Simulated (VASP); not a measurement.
# Nb (Im-3m) in VASP: further runs

Runs on Nb. Level: PBE. Tasks: density of states.

Program: VASP 6.6.1. These are calculated values, not measurements. Logs are shortened: lines on timing, memory, paths and dates and some standing lists are left out, and cuts for length are marked.

### Step 1. The cell of the first run

It takes space group Im-3m (No. 229, cubic). The conventional cell has a = 2.438 Å, b = 2.438 Å, c = 2.438 Å, α = 90.00°, β = 90.00°, γ = 90.00°. Within 2.8 Å of Nb (site symmetry m-3m) lie 14 Nb at 2.11 to 2.44 Å.

### Step 2. Density of states, PBE (volume scaled by 0.4)

Contents of POSCAR:

```
Nb
1.0
   -1.2190244710      1.2190244710      1.2190244710
    1.2190244710     -1.2190244710      1.2190244710
    1.2190244710      1.2190244710     -1.2190244710
Nb
1
Direct
    0.0000000000      0.0000000000      0.0000000000
```

Contents of INCAR.step1:

```
PREC = Accurate
ENCUT = 520
EDIFF = 1E-6
ISMEAR = -1
SIGMA = 0.05
LREAL = False
LASPH = True
NELM = 100
ALGO = Normal
ISIF = 2
LWAVE = False
LCHARG = True
LMAXMIX = 4
GGA = PE
NBANDS = 12
```

Contents of KPOINTS.step1:

```
regular mesh
0
Gamma
  16 16 16
```

Contents of INCAR.step2:

```
PREC = Accurate
ENCUT = 520
EDIFF = 1E-6
ISMEAR = -5
SIGMA = 0.05
LREAL = False
LASPH = True
NELM = 100
ALGO = Normal
ISIF = 2
LWAVE = False
LCHARG = False
LMAXMIX = 4
GGA = PE
LORBIT = 10
NEDOS = 1001
ICHARG = 11
```

Contents of KPOINTS.step2:

```
regular mesh
0
Gamma
  24 24 24
```

Potentials or basis: VASP PAW PBE potentials, release 64 (Nb_sv).

Started as:

```console
$ cat potpaw_PBE.64/Nb_sv/POTCAR > POTCAR
$ cp INCAR.step1 INCAR
$ cp KPOINTS.step1 KPOINTS
$ mpirun -np 1 vasp_std > vasp.out
$ cp INCAR.step2 INCAR
$ cp KPOINTS.step2 KPOINTS
$ mpirun -np 1 vasp_std > vasp.out
```

OUTCAR:

```text
PREC = Accurate
   ENCUT = 520
   EDIFF = 1E-6
   ISMEAR = -5
   LREAL = False
   LASPH = True
   NELM = 100
   ISIF = 2
   GGA = PE
   LORBIT = 10
   ICHARG = 11

 ion  position               nearest neighbor table
   1  0.000  0.000  0.000-

  LATTYP: Found a body centered cubic cell.
 ALAT       =     2.4380489420

  Lattice vectors:

 A1 = (  -1.2190244710,   1.2190244710,   1.2190244710)
 A2 = (   1.2190244710,  -1.2190244710,   1.2190244710)
 A3 = (   1.2190244710,   1.2190244710,  -1.2190244710)

Analysis of symmetry for initial positions (statically):
=====================================================================
 Subroutine PRICEL returns:
 Original cell was already a primitive cell.

 Routine SETGRP: Setting up the symmetry group for a
 body centered cubic supercell.

 Subroutine GETGRP returns: Found 48 space group operations
 (whereof 48 operations were pure point group operations)
 out of a pool of 48 trial point group operations.

The static configuration has the point symmetry O_h .

Analysis of symmetry for dynamics (positions and initial velocities):
=====================================================================
 Subroutine PRICEL returns:
 Original cell was already a primitive cell.

 Routine SETGRP: Setting up the symmetry group for a
 body centered cubic supercell.

 Subroutine GETGRP returns: Found 48 space group operations
 (whereof 48 operations were pure point group operations)
 out of a pool of 48 trial point group operations.

The dynamic configuration has the point symmetry O_h .

 Subroutine INISYM returns: Found 48 space group operations
 (whereof 48 operations are pure point group operations),
 and found     1 'primitive' translations

----------------------------------------------------------------------------------------

                                     Primitive cell

  volume of cell :       7.2460

  direct lattice vectors                    reciprocal lattice vectors
    -1.219024471  1.219024471  1.219024471     0.000000000  0.410164038  0.410164038
     1.219024471 -1.219024471  1.219024471     0.410164038  0.000000000  0.410164038
     1.219024471  1.219024471 -1.219024471     0.410164038  0.410164038  0.000000000

  length of vectors
     2.111412319  2.111412319  2.111412319     0.580059546  0.580059546  0.580059546

  position of ions in fractional coordinates (direct lattice)
     0.000000000  0.000000000  0.000000000

  ion indices of the primitive-cell ions
   primitive index   ion index
                 1           1
[... 77 lines left out ...]
   NSW    =      0    number of steps for IOM
   IBRION =     -1    ionic relax: 0-MD 1-quasi-New 2-CG
   NFREE  =      0    steps in history (QN), initial steepest desc. (CG)
   ISIF   =      2    stress and relaxation
   ISYM   =      2    0-nonsym 1-usesym 2-fastsym
   POTIM  = 0.5000    time-step for ionic-motion
   TEBEG  =    0.0;   TEEND  =   0.0 temperature during run
   PSTRESS=    0.0 pullay stress
   NELECT =      13.0000    total number of electrons
   NUPDOWN=      -1.0000    fix difference up-down
   EMIN   =  10.00;   EMAX   =-10.00  energy-range for DOS
   EFERMI =   0.00;   METHOD = LEGACY
   ISMEAR =    -5;   SIGMA  =   0.05  broadening in eV -4-tet -1-fermi 0-gaus
   EFERMI_NEDOS =   21; number of points for ismear=-14 and -15
   IALGO  =     38    algorithm
   IMIX   =      4    mixing-type and parameters
     AMIX     =   0.40;   BMIX     =  1.00
     AMIX_MAG =   1.60;   BMIX_MAG =  1.00
  volume/ion in A,a.u.               =       7.25        48.90
  Fermi-wavevector in a.u.,A,eV,Ry     =   1.989254  3.759145 53.840031  3.957131
  Thomas-Fermi vector in A             =   3.007454
   LORBIT       =     10    0 simple, 1 ext, 2 COOP (PROOUT), +10 PAW based schemes
   GGA     = PE    functional components
   LHFCALC =     F    Hartree Fock is set to
   AEXX    =    0.0000 exact exchange contribution
   IVDW    =     0    specifies the selected vdW correction
   LEPSILON=     F    determine dielectric tensor
   LRPA    =     F    only Hartree local field effects (RPA)
 non-spin polarized calculation
 Fermi weights with tetrahedron method with Bloechl corrections
  energy-cutoff  :      520.00
  volume of cell :        7.25
 maximum number of plane-waves:       208

 number of electron      12.9999999 magnetization

 Free energy of the ion-electron system (eV)
  ---------------------------------------------------
  ext. energy  EPLUGINS =         0.00000000
  ---------------------------------------------------
  free energy    TOTEN  =         3.68994122 eV

  energy without entropy =        3.68994122  energy(sigma->0) =        3.68994122

 E-fermi :  31.8397     XC(G=0): -18.0438

 val. band max:       32.3955453459   @ k =   0.2917   0.2917   0.1250
 cond. band min:      31.3185744972   @ k =   0.2500   0.2500   0.2500
 fundamental gap:     -1.0769708488
 Fermi energy:        31.8397176044

 k-point     1 :       0.0000    0.0000    0.0000
  band No.  band energies     occupation
      1     -29.4170      2.00000
      2       4.2897      2.00000
      3       4.2897      2.00000
      4       4.2897      2.00000
      5      28.3855      2.00000
      6      28.3855      2.00000
      7      28.3855      2.00000
      8      29.3108      2.00000
      9      35.3339      0.00000
     10      35.3339      0.00000
[... 287 lines left out ...]
 k-point    24 :       0.4583    0.0417    0.0000
  band No.  band energies     occupation
      1     -24.5641      2.00000
      2      -8.6802      2.00000
      3       0.2129      2.00000
      4       3.4988      2.00000
      5      20.9174      2.00000
      6      22.6758      2.00000
      7      37.2990      0.00000
      8      38.5098      0.00000
      9      43.6812      0.00000
     10      44.3855      0.00000

 [... further k-points ...]
[... 5 lines left out ...]
  --------------------------------------------------------------------------------------
  -------------------------------------------------------------------------------------
  Total       39.6944018     39.6944018     39.6944018      0.0000000      0.0000000     -0.0000000
  in kB     8776.9289072   8776.9289072   8776.9289072      0.0000000      0.0000000     -0.0000000
  external PRESSURE =    8776.9289072 kB  Pullay stress =       0.0000000 kB

 VOLUME and BASIS-vectors are now :
 -----------------------------------------------------------------------------
  energy-cutoff  :      520.00
  volume of cell :        7.25
      direct lattice vectors                 reciprocal lattice vectors
    -1.219024471  1.219024471  1.219024471     0.000000000  0.410164038  0.410164038
     1.219024471 -1.219024471  1.219024471     0.410164038  0.000000000  0.410164038
     1.219024471  1.219024471 -1.219024471     0.410164038  0.410164038  0.000000000

 POSITION                                       TOTAL-FORCE (eV/Angst)
 -----------------------------------------------------------------------------------
      0.00000      0.00000      0.00000        -0.000000     -0.000000     -0.000000
 -----------------------------------------------------------------------------------
    total drift:                               -0.000000     -0.000000     -0.000000

  FREE ENERGIE OF THE ION-ELECTRON SYSTEM (eV)
  ---------------------------------------------------
  free  energy   TOTEN  =         3.6899412189 eV

  energy  without entropy=        3.6899412189  energy(sigma->0) =        3.68994122

 total charge

# of ion       s       p       d       tot
------------------------------------------
    1        2.328   6.227   5.213  13.768
```

OSZICAR.step1:

```text
N       E                     dE             d eps       ncg     rms          rms(c)
DAV:   1     0.140220412496E+03    0.14022E+03   -0.77899E+03  3568   0.122E+03
DAV:   2     0.702074768938E+01   -0.13320E+03   -0.12600E+03  3576   0.436E+02
DAV:   3     0.376499376417E+01   -0.32558E+01   -0.31171E+01  4680   0.669E+01
DAV:   4     0.365370022056E+01   -0.11129E+00   -0.11102E+00  4444   0.105E+01
DAV:   5     0.364887436456E+01   -0.48259E-02   -0.48252E-02  5128   0.180E+00    0.380E+01
DAV:   6     0.376939021477E+01    0.12052E+00   -0.21990E-01  5096   0.466E+00    0.206E+01
DAV:   7     0.371664284614E+01   -0.52747E-01   -0.28101E-01  5560   0.440E+00    0.223E+00
DAV:   8     0.369553214731E+01   -0.21111E-01   -0.72888E-02  3628   0.371E+00    0.876E-01
DAV:   9     0.369538063284E+01   -0.15151E-03   -0.84407E-03  3972   0.122E+00    0.131E-01
DAV:  10     0.369515569033E+01   -0.22494E-03   -0.29562E-04  4448   0.266E-01    0.334E-02
DAV:  11     0.369513805116E+01   -0.17639E-04   -0.28112E-05  4752   0.777E-02    0.645E-03
DAV:  12     0.369513337753E+01   -0.46736E-05   -0.95982E-06  5136   0.312E-02    0.704E-04
DAV:  13     0.369513362676E+01    0.24923E-06   -0.63176E-07  3144   0.727E-03
   1 F= 0.36951336E+01 E0= 0.36965420E+01  d E =-.281674E-02
```

It took 29 s on 1 thread of AMD EPYC 9R45 (Zen 5), shared host; peak memory 0.14 GiB.

Caveat: the cell differs from its parent crystal (volume scaled by 0.4); tetrahedron occupations give inexact forces and stress in metals.

### Step 3. Density of states, PBE

This run uses another cell than the first one, of 18.11 Å³/atom, 2.500 times its volume.

Contents of POSCAR:

```
Nb
1.0
   -1.6544707496      1.6544707496      1.6544707496
    1.6544707496     -1.6544707496      1.6544707496
    1.6544707496      1.6544707496     -1.6544707496
Nb
1
Direct
    0.0000000000      0.0000000000      0.0000000000
```

Contents of INCAR.step1:

```
ALGO     = Normal         # electronic algorithm
EDIFF    = 1E-6           # SCF threshold, eV
ENCUT    = 520            # plane-wave cutoff, eV
GGA      = PE             # functional
ISIF     = 2              # what is computed and relaxed
ISMEAR   = -1             # smearing method
LASPH    = T              # aspherical terms in the spheres
LCHARG   = T              # write CHGCAR
LMAXMIX  = 4              # l up to which the mixer works
LREAL    = F              # projectors in reciprocal space
LWAVE    = F              # write WAVECAR
NBANDS   = 12             # bands
NELM     = 60             # most SCF steps
PREC     = Accurate       # precision mode
SIGMA    = 0.05           # smearing width, eV
```

Contents of KPOINTS.step1:

```
k-points
0
Gamma
  16 16 16
```

Contents of INCAR.step2:

```
ALGO     = Normal         # electronic algorithm
EDIFF    = 1E-6           # SCF threshold, eV
ENCUT    = 520            # plane-wave cutoff, eV
GGA      = PE             # functional
ICHARG   = 11             # starting density
ISIF     = 2              # what is computed and relaxed
ISMEAR   = -5             # smearing method
LASPH    = T              # aspherical terms in the spheres
LCHARG   = F              # write CHGCAR
LMAXMIX  = 4              # l up to which the mixer works
LORBIT   = 11             # projections on sites
LREAL    = F              # projectors in reciprocal space
LWAVE    = F              # write WAVECAR
NBANDS   = 12             # bands
NEDOS    = 2001           # points of the DOS
NELM     = 60             # most SCF steps
PREC     = Accurate       # precision mode
SIGMA    = 0.05           # smearing width, eV
```

Contents of KPOINTS.step2:

```
k-points
0
Gamma
  24 24 24
```

Potentials or basis: VASP PAW PBE potentials, release 64 (Nb_sv).

Started as:

```console
$ cat potpaw_PBE.64/Nb_sv/POTCAR > POTCAR
$ cp INCAR.step1 INCAR
$ cp KPOINTS.step1 KPOINTS
$ mpirun -np 1 vasp_std > vasp.out
$ cp INCAR.step2 INCAR
$ cp KPOINTS.step2 KPOINTS
$ mpirun -np 1 vasp_std > vasp.out
```

Run time: 31 s. Hardware: 1 thread of Intel Xeon 6975P-C (Granite Rapids), shared host; peak memory 0.23 GiB.

Results (log left out):

```yaml
Valence_electrons_inside_the_program's_atomic_spheres: Nb 10.72
```

Levels at points of the mesh, in eV from the Fermi level:
```csv
k point,band 3,band 4,band 5,band 6,band 7,band 8,band 9,band 10
"(0.00, 0.00, 0.00)",-29.67,-29.67,-5.93,0.38,0.38,0.38,3.27,3.27
"(0.50, 0.00, 0.00)",-30.09,-29.68,-3.69,-1.63,2.26,3.30,3.98,6.34
"(0.50, 0.50, 0.50)",-30.58,-30.58,-3.68,-3.68,5.58,5.58,5.58,9.04
```

Caveat: tetrahedron occupations give inexact forces and stress in metals.

### Step 4. Density of states, PBE

This run uses another cell than the first one, of 18.11 Å³/atom, 2.500 times its volume.

POSCAR is that of step 3.

Contents of INCAR.step1:

```
SYSTEM = Nb
PREC     = Accurate       ! precision mode
ENCUT    = 520            ! plane-wave cutoff, eV
EDIFF    = 1E-7           ! SCF threshold, eV
ISMEAR   = -1             ! smearing method
SIGMA    = 0.05           ! smearing width, eV
LREAL    = .FALSE.        ! projectors in reciprocal space
LASPH    = .TRUE.         ! aspherical terms in the spheres
NELM     = 60             ! most SCF steps
ALGO     = Normal         ! electronic algorithm
ISIF     = 2              ! what is computed and relaxed
LWAVE    = .FALSE.        ! write WAVECAR
LCHARG   = .TRUE.         ! write CHGCAR
LMAXMIX  = 4              ! l up to which the mixer works
GGA      = PE             ! functional
NBANDS   = 12             ! bands
```

Contents of KPOINTS.step1:

```
Automatic mesh
0
G
  16 16 16
  0 0 0
```

Contents of INCAR.step2:

```
SYSTEM = Nb
PREC     = Accurate       ! precision mode
ENCUT    = 520            ! plane-wave cutoff, eV
EDIFF    = 1E-7           ! SCF threshold, eV
ISMEAR   = -5             ! smearing method
SIGMA    = 0.05           ! smearing width, eV
LREAL    = .FALSE.        ! projectors in reciprocal space
LASPH    = .TRUE.         ! aspherical terms in the spheres
NELM     = 60             ! most SCF steps
ALGO     = Normal         ! electronic algorithm
ISIF     = 2              ! what is computed and relaxed
LWAVE    = .FALSE.        ! write WAVECAR
LCHARG   = .FALSE.        ! write CHGCAR
LMAXMIX  = 4              ! l up to which the mixer works
GGA      = PE             ! functional
LORBIT   = 10             ! projections on sites
NBANDS   = 12             ! bands
NEDOS    = 2001           ! points of the DOS
ICHARG   = 11             ! starting density
```

Contents of KPOINTS.step2:

```
Automatic mesh
0
G
  24 24 24
  0 0 0
```

Started as:

```console
$ cat potpaw_PBE.64/Nb_sv/POTCAR > POTCAR
$ cp INCAR.step1 INCAR
$ cp KPOINTS.step1 KPOINTS
$ mpirun -np 1 vasp_std > vasp.out
$ cp INCAR.step2 INCAR
$ cp KPOINTS.step2 KPOINTS
$ mpirun -np 1 vasp_std > vasp.out
```

It took 31 s on 1 thread of Intel Xeon 6975P-C (Granite Rapids), shared host; peak memory 0.23 GiB.

It converged, with:

```
Valence electrons inside the program's atomic spheres : Nb 10.72
```

Levels at points of the mesh, in eV from the Fermi level:
| k point | band 4 | band 5 | band 6 | band 7 | band 8 | band 9 |
| --- | --- | --- | --- | --- | --- | --- |
| (0.00, 0.00, 0.00) | -29.67 | -5.93 | 0.38 | 0.38 | 0.38 | 3.27 |
| (0.50, 0.00, 0.00) | -29.68 | -3.69 | -1.63 | 2.26 | 3.30 | 3.98 |
| (0.50, 0.50, 0.50) | -30.58 | -3.68 | -3.68 | 5.58 | 5.58 | 5.58 |

Caveat: tetrahedron occupations give inexact forces and stress in metals.
